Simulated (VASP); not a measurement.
# Ta5Si (F-43m) in VASP: a series of runs

Runs on Ta5Si. Level: PBE. Tasks: single point, relaxation of cell and atoms.

All numbers are computed with VASP 6.6.1; they aren't measurements. Logs are shortened: lines on timing, memory, paths and dates and some standing lists are left out, and cuts for length are marked.

## 1. The cell of the first run

The structure is cubic, space group F-43m (No. 216). The conventional cell has a = 7.301 Å, b = 7.301 Å, c = 7.301 Å, α = 90.00°, β = 90.00°, γ = 90.00°. Within 4.0 Å of Ta (site symmetry -43m) lie 12 Ta at 3.02 Å and 4 Si at 3.16 Å. Within 3.4 Å of Ta (site symmetry 3m) lie 9 Ta at 2.56 to 3.02 Å and 3 Si at 3.03 Å. Within 4.0 Å of Si (site symmetry -43m) lie 16 Ta at 3.03 to 3.16 Å.

## 2. Single point, PBE

INCAR reads:

```
SYSTEM = Ta5Si
PREC = Accurate ; ENCUT = 520
EDIFF = 1E-6 ; ISMEAR = 0
SIGMA = 0.1 ; LREAL = .FALSE.
LASPH = .TRUE. ; NELM = 60
ALGO = Normal ; ISIF = 2
LWAVE = .FALSE. ; LCHARG = .FALSE.
GGA = PE ; NBANDS = 38
```

KPOINTS reads:

```
Automatic mesh
0
G
  4 4 4
  0 0 0
```

POSCAR reads:

```
Ta5Si
1.0
    0.0000000000      3.6505364000      3.6505364000
    3.6505364000      0.0000000000      3.6505364000
    3.6505364000      3.6505364000      0.0000000000
Ta Si
5 1
Direct
    0.7500000000      0.7500000000      0.7500000000
    0.3758891600      0.3758891600      0.8723325100
    0.3758891600      0.8723325100      0.3758891600
    0.3758891600      0.3758891600      0.3758891600
    0.8723325100      0.3758891600      0.3758891600
    0.0000000000      0.0000000000      0.0000000000
```

Potentials or basis: VASP PAW PBE potentials, release 64 (Ta_pv, Si).

On the command line:

```sh
> cat potpaw_PBE.64/Ta_pv/POTCAR potpaw_PBE.64/Si/POTCAR > POTCAR
> mpirun -np 1 vasp_std > vasp.out
```

OUTCAR:

```text
SYSTEM = Ta5Si
   PREC = Accurate
   ENCUT = 520
   EDIFF = 1E-6
   ISMEAR = 0
   LREAL = .FALSE.
   LASPH = .TRUE.
   NELM = 60
   ISIF = 2
   GGA = PE

 ion  position               nearest neighbor table
   1  0.750  0.750  0.750-   2 3.02   2 3.02   3 3.02   5 3.02   3 3.02   5 3.02   4 3.02   4 3.02
                             4 3.02   2 3.02   3 3.02   5 3.02   6 3.16   6 3.16   6 3.16   6 3.16
   2  0.376  0.376  0.872-   3 2.56   4 2.56   5 2.56   4 2.60   3 2.60   5 2.60   1 3.02   1 3.02
                             1 3.02   6 3.03   6 3.03   6 3.03
   3  0.376  0.872  0.376-   2 2.56   4 2.56   5 2.56   2 2.60   4 2.60   5 2.60   1 3.02   1 3.02
                             1 3.02   6 3.03   6 3.03   6 3.03
   4  0.376  0.376  0.376-   2 2.56   3 2.56   5 2.56   2 2.60   3 2.60   5 2.60   1 3.02   1 3.02
                             1 3.02   6 3.03   6 3.03   6 3.03
   5  0.872  0.376  0.376-   2 2.56   3 2.56   4 2.56   4 2.60   2 2.60   3 2.60   1 3.02   1 3.02
                             1 3.02   6 3.03   6 3.03   6 3.03
   6  0.000  0.000  0.000-   2 3.03   3 3.03   5 3.03   4 3.03   4 3.03   4 3.03   5 3.03   2 3.03
                             3 3.03   2 3.03   3 3.03   5 3.03   1 3.16   1 3.16   1 3.16   1 3.16

  LATTYP: Found a face centered cubic cell.
 ALAT       =     7.3010728000

  Lattice vectors:

 A1 = (   0.0000000000,   3.6505364000,   3.6505364000)
 A2 = (   3.6505364000,   0.0000000000,   3.6505364000)
 A3 = (   3.6505364000,   3.6505364000,   0.0000000000)

Analysis of symmetry for initial positions (statically):
=====================================================================
 Subroutine PRICEL returns:
 Original cell was already a primitive cell.

 Routine SETGRP: Setting up the symmetry group for a
 face centered cubic supercell.

 Subroutine GETGRP returns: Found 24 space group operations
 (whereof 24 operations were pure point group operations)
 out of a pool of 48 trial point group operations.

The static configuration has the point symmetry T_d .

Analysis of symmetry for dynamics (positions and initial velocities):
=====================================================================
 Subroutine PRICEL returns:
 Original cell was already a primitive cell.

 Routine SETGRP: Setting up the symmetry group for a
 face centered cubic supercell.

 Subroutine GETGRP returns: Found 24 space group operations
 (whereof 24 operations were pure point group operations)
 out of a pool of 48 trial point group operations.

The dynamic configuration has the point symmetry T_d .

 Subroutine INISYM returns: Found 24 space group operations
 (whereof 24 operations are pure point group operations),
 and found     1 'primitive' translations

----------------------------------------------------------------------------------------

                                     Primitive cell

  volume of cell :      97.2971

  direct lattice vectors                    reciprocal lattice vectors
     0.000000000  3.650536400  3.650536400    -0.136966173  0.136966173  0.136966173
     3.650536400  0.000000000  3.650536400     0.136966173 -0.136966173  0.136966173
     3.650536400  3.650536400  0.000000000     0.136966173  0.136966173 -0.136966173

  length of vectors
     5.162638087  5.162638087  5.162638087     0.237232371  0.237232371  0.237232371

  position of ions in fractional coordinates (direct lattice)
     0.750000000  0.750000000  0.750000000
     0.375889160  0.375889160  0.872332510
     0.375889160  0.872332510  0.375889160
     0.375889160  0.375889160  0.375889160
     0.872332510  0.375889160  0.375889160
     0.000000000  0.000000000  0.000000000

  ion indices of the primitive-cell ions
   primitive index   ion index
                 1           1
                 2           2
                 3           3
                 4           4
                 5           5
                 6           6

----------------------------------------------------------------------------------------

 KPOINTS: Automatic mesh

Automatic generation of k-mesh.
 Grid dimensions read from file:
 generate k-points for:    4    4    4

 Generating k-lattice:

  Cartesian coordinates                     Fractional coordinates (reciprocal lattice)
    -0.034241543  0.034241543  0.034241543     0.250000000  0.000000000  0.000000000
     0.034241543 -0.034241543  0.034241543     0.000000000  0.250000000  0.000000000
     0.034241543  0.034241543 -0.034241543     0.000000000  0.000000000  0.250000000

  Length of vectors
     0.059308093  0.059308093  0.059308093

  Shift w.r.t. Gamma in fractional coordinates (k-lattice)
     0.000000000  0.000000000  0.000000000

 Subroutine IBZKPT returns following result:
 ===========================================

 Found      8 irreducible k-points:

 Following reciprocal coordinates:
            Coordinates               Weight
  0.000000  0.000000  0.000000      1.000000
  0.250000  0.000000  0.000000      8.000000
  0.500000  0.000000  0.000000      4.000000
  0.250000  0.250000  0.000000      6.000000
  0.500000  0.250000  0.000000     24.000000
 -0.250000  0.250000  0.000000     12.000000
  0.500000  0.500000  0.000000      3.000000
 -0.250000  0.500000  0.250000      6.000000
   k-points           NKPTS =      8   k-points in BZ     NKDIM =      8   number of bands    NBANDS=     38
   number of dos      NEDOS =    301   number of ions     NIONS =      6
   total plane-waves  NPLWV =  64000
   dimension x,y,z NGX =    40 NGY =   40 NGZ =   40
   dimension x,y,z NGXF=    80 NGYF=   80 NGZF=   80
   ions per type =               5   1
   NGX,Y,Z   is equivalent  to a cutoff of  12.88, 12.88, 12.88 a.u.
   NGXF,Y,Z  is equivalent  to a cutoff of  25.76, 25.76, 25.76 a.u.
 SYSTEM =  Ta5Si
   PREC   = accura    normal or accurate (medium, high low for compatibility)
   ISTART =      0    job   : 0-new  1-cont  2-samecut
   ICHARG =      2    charge: 1-file 2-atom 10-const
   ISPIN  =      1    spin polarized calculation?
   LNONCOLLINEAR =      F non collinear calculations
   LSORBIT =      F    spin-orbit coupling
   LASPH  =      T    aspherical Exc in radial PAW
   ENCUT  =  520.0 eV  38.22 Ry    6.18 a.u.   9.60  9.60  9.60*2*pi/ulx,y,z
   NELM   =     60;   NELMIN=  2; NELMDL= -5     # of ELM steps
   EDIFF  = 0.1E-05   stopping-criterion for ELM
   LREAL  =      F    real-space projection
   EDIFFG = 0.1E-04   stopping-criterion for IOM
   NSW    =      0    number of steps for IOM
   IBRION =     -1    ionic relax: 0-MD 1-quasi-New 2-CG
   NFREE  =      0    steps in history (QN), initial steepest desc. (CG)
   ISIF   =      2    stress and relaxation
   ISYM   =      2    0-nonsym 1-usesym 2-fastsym
   POTIM  = 0.5000    time-step for ionic-motion
   TEBEG  =    0.0;   TEEND  =   0.0 temperature during run
   PSTRESS=    0.0 pullay stress
   NELECT =      59.0000    total number of electrons
   NUPDOWN=      -1.0000    fix difference up-down
   EMIN   =  10.00;   EMAX   =-10.00  energy-range for DOS
   EFERMI =   0.00;   METHOD = LEGACY
   ISMEAR =     0;   SIGMA  =   0.10  broadening in eV -4-tet -1-fermi 0-gaus
   EFERMI_NEDOS =   21; number of points for ismear=-14 and -15
   IALGO  =     38    algorithm
   IMIX   =      4    mixing-type and parameters
     AMIX     =   0.40;   BMIX     =  1.00
     AMIX_MAG =   1.60;   BMIX_MAG =  1.00
  volume/ion in A,a.u.               =      16.22       109.43
  Fermi-wavevector in a.u.,A,eV,Ry     =   1.385667  2.618531 26.124173  1.920073
  Thomas-Fermi vector in A             =   2.510055
   LORBIT       =      0    0 simple, 1 ext, 2 COOP (PROOUT), +10 PAW based schemes
   GGA     = PE    functional components
   LHFCALC =     F    Hartree Fock is set to
   AEXX    =    0.0000 exact exchange contribution
   IVDW    =     0    specifies the selected vdW correction
   LEPSILON=     F    determine dielectric tensor
   LRPA    =     F    only Hartree local field effects (RPA)
 non-spin polarized calculation
 Gauss-broadening in eV      SIGMA  =   0.10
  energy-cutoff  :      520.00
  volume of cell :       97.30
 maximum number of plane-waves:      2685
 NGX is ok and might be reduce to    40
   NGX = 19   NGY = 19   NGZ = 19

 number of electron      59.0000006 magnetization

 Free energy of the ion-electron system (eV)
  ---------------------------------------------------
  ext. energy  EPLUGINS =         0.00000000
  ---------------------------------------------------
  free energy    TOTEN  =       -60.50916093 eV

  energy without entropy =      -60.46283335  energy(sigma->0) =      -60.48599714

 E-fermi :   6.8750     XC(G=0): -12.7068

 val. band max:        6.8730691921   @ k =   0.5000   0.0000   0.0000
 cond. band min:       6.8875998567   @ k =   0.5000   0.2500   0.0000
 fundamental gap:      0.0145306647
 Fermi energy:         6.8750052825

 k-point     1 :       0.0000    0.0000    0.0000
  band No.  band energies     occupation
      1     -28.8051      2.00000
      2     -27.5256      2.00000
      3     -27.5256      2.00000
      4     -27.5256      2.00000
      5     -26.9914      2.00000
      6     -26.9914      2.00000
[... 30 lines left out ...]
     37      11.2888      0.00000
     38      11.3493      0.00000

 k-point     2 :       0.2500    0.0000    0.0000
  band No.  band energies     occupation
      1     -28.5714      2.00000
      2     -27.4336      2.00000
      3     -27.4336      2.00000
      4     -27.4184      2.00000
      5     -26.9995      2.00000
      6     -26.9995      2.00000
[... 30 lines left out ...]
     37      10.6329      0.00000
     38      11.0195      0.00000

 k-point     3 :       0.5000    0.0000    0.0000
  band No.  band energies     occupation
      1     -28.3034      2.00000
      2     -27.3705      2.00000
      3     -27.3705      2.00000
      4     -27.0098      2.00000
      5     -26.9158      2.00000
      6     -26.9055      2.00000
[... 30 lines left out ...]
     37       9.8567      0.00000
     38      10.8012      0.00000

 k-point     4 :       0.2500    0.2500    0.0000
  band No.  band energies     occupation
      1     -28.4663      2.00000
      2     -27.4911      2.00000
      3     -27.3508      2.00000
      4     -27.3508      2.00000
      5     -27.1387      2.00000
      6     -26.8421      2.00000
[... 30 lines left out ...]
     37      10.8711      0.00000
     38      11.2064      0.00000

 k-point     5 :       0.5000    0.2500    0.0000
  band No.  band energies     occupation
      1     -28.1006      2.00000
      2     -27.4371      2.00000
      3     -27.2470      2.00000
      4     -27.2190      2.00000
      5     -27.0350      2.00000
      6     -26.8822      2.00000
[... 30 lines left out ...]
     37      10.5326      0.00000
     38      11.0407      0.00000

 k-point     6 :      -0.2500    0.2500    0.0000
  band No.  band energies     occupation
      1     -28.2540      2.00000
      2     -27.3892      2.00000
      3     -27.2913      2.00000
      4     -27.2750      2.00000
      5     -27.0454      2.00000
      6     -26.9789      2.00000
[... 30 lines left out ...]
     37      10.0757      0.00000
     38      11.3096      0.00000

 k-point     7 :       0.5000    0.5000    0.0000
  band No.  band energies     occupation
      1     -27.7889      2.00000
      2     -27.6972      2.00000
      3     -27.1343      2.00000
      4     -27.1343      2.00000
      5     -27.1080      2.00000
      6     -26.7586      2.00000
[... 30 lines left out ...]
     37      10.6647      0.00000
     38      10.6702      0.00000

 k-point     8 :      -0.2500    0.5000    0.2500
  band No.  band energies     occupation
      1     -27.7497      2.00000
      2     -27.6610      2.00000
      3     -27.2364      2.00000
      4     -27.0614      2.00000
      5     -27.0574      2.00000
      6     -27.0273      2.00000
[... 30 lines left out ...]
     37      10.8569      0.00000
     38      10.9786      0.00000

------------------------ aborting loop because EDIFF is reached ----------------------------------------

  FORCE on cell =-STRESS in cart. coord.  units (eV):
  Direction    XX          YY          ZZ          XY          YZ          ZX
  --------------------------------------------------------------------------------------
  -------------------------------------------------------------------------------------
  Total       17.2862899     17.2862899     17.2862899      0.0000000      0.0000000      0.0000000
  in kB      284.6507484    284.6507484    284.6507484      0.0000000      0.0000000      0.0000000
  external PRESSURE =     284.6507484 kB  Pullay stress =       0.0000000 kB

 VOLUME and BASIS-vectors are now :
 -----------------------------------------------------------------------------
  energy-cutoff  :      520.00
  volume of cell :       97.30
      direct lattice vectors                 reciprocal lattice vectors
     0.000000000  3.650536400  3.650536400    -0.136966173  0.136966173  0.136966173
     3.650536400  0.000000000  3.650536400     0.136966173 -0.136966173  0.136966173
     3.650536400  3.650536400  0.000000000     0.136966173  0.136966173 -0.136966173

 POSITION                                       TOTAL-FORCE (eV/Angst)
 -----------------------------------------------------------------------------------
      5.47580      5.47580      5.47580        -0.000000     -0.000000     -0.000000
      4.55668      4.55668      2.74439         0.416077      0.416077     -0.416077
      4.55668      2.74439      4.55668         0.416077     -0.416077      0.416077
      2.74439      2.74439      2.74439        -0.416077     -0.416077     -0.416077
      2.74439      4.55668      4.55668        -0.416077      0.416077      0.416077
      0.00000      0.00000      0.00000        -0.000000     -0.000000     -0.000000
 -----------------------------------------------------------------------------------
    total drift:                                0.000020      0.000020      0.000020

  FREE ENERGIE OF THE ION-ELECTRON SYSTEM (eV)
  ---------------------------------------------------
  free  energy   TOTEN  =       -60.5091609342 eV

  energy  without entropy=      -60.4628333525  energy(sigma->0) =      -60.48599714
```

Run time: 45 s. Hardware: 1 thread of Intel Xeon Platinum 8259CL at 2.50GHz (Skylake/Cascade Lake), shared host; peak memory 0.24 GiB.

What came out:

```
Free energy   : -60.5092 eV
Pressure      : 28.5 GPa
Largest force : 0.721 eV/Å
```

Forces on the atoms (eV/Å):
```
Ta   0.000  0.000  0.000
Ta   0.416  0.416 -0.416
Ta   0.416 -0.416  0.416
Ta  -0.416 -0.416 -0.416
Ta  -0.416  0.416  0.416
Si   0.000  0.000  0.000
```

Caveat: the k points lie up to 0.37 Å⁻¹ apart; spin-orbit coupling is left out, which moves the levels of the heavy elements.

## 3. Single point, PBE

This run uses another cell than the first one, of 18.72 Å³/atom, 1.155 times its volume.

INCAR reads:

```
PREC = Accurate ; ENCUT = 520
EDIFF = 1E-7 ; ISMEAR = 0
SIGMA = 0.1 ; LREAL = F
LASPH = T ; NELM = 60
ALGO = Fast ; ISIF = 2
LWAVE = F ; LCHARG = F
GGA = PE ; NBANDS = 38
```

KPOINTS reads:

```
Automatic mesh
0
Gamma
  4 4 4
```

POSCAR reads:

```
Ta5Si
1.0
    0.0000000000      3.8298227053      3.8298227053
    3.8298227053      0.0000000000      3.8298227053
    3.8298227053      3.8298227053      0.0000000000
Ta Si
5 1
Direct
    0.7500000000      0.7500000000      0.7500000000
    0.3757017865      0.3757017865      0.8728946405
    0.3757017865      0.8728946405      0.3757017865
    0.3757017865      0.3757017865      0.3757017865
    0.8728946405      0.3757017865      0.3757017865
    0.0000000000      0.0000000000      0.0000000000
```

Potentials or basis: VASP PAW PBE potentials, release 64 (Ta_pv, Si).

On the command line:

```sh
> cat potpaw_PBE.64/Ta_pv/POTCAR potpaw_PBE.64/Si/POTCAR > POTCAR
> mpirun -np 1 vasp_std > vasp.out
```

Run time: 70 s. Hardware: 1 thread of Intel Xeon Platinum 8259CL at 2.50GHz (Skylake/Cascade Lake), shared host; peak memory 0.24 GiB.

Results (log left out):

| Item | Value |
| --- | --- |
| Free energy | -61.7206 eV |
| Pressure | 0.2 GPa |
| Largest force | 0.005 eV/Å |

Forces in eV/Å, atoms in the order of the input:
```
Ta   0.000  0.000  0.000
Ta   0.003  0.003 -0.003
Ta   0.003 -0.003  0.003
Ta  -0.003 -0.003 -0.003
Ta  -0.003  0.003  0.003
Si   0.000  0.000  0.000
```

Levels at points of the mesh, in eV from the Fermi level:
| k point | band 27 | band 28 | band 29 | band 30 | band 31 | band 32 |
| --- | --- | --- | --- | --- | --- | --- |
| (0.00, 0.00, 0.00) | -0.12 | -0.12 | -0.12 | 0.15 | 0.15 | 2.69 |
| (0.50, 0.00, 0.00) | -0.64 | -0.59 | -0.42 | 0.03 | 0.03 | 0.90 |
| (0.50, 0.50, 0.00) | -0.57 | -0.40 | -0.19 | -0.19 | 0.66 | 0.67 |

Caveat: spin-orbit coupling is left out, which moves the levels of the heavy elements.

[end of part 1 of 2]
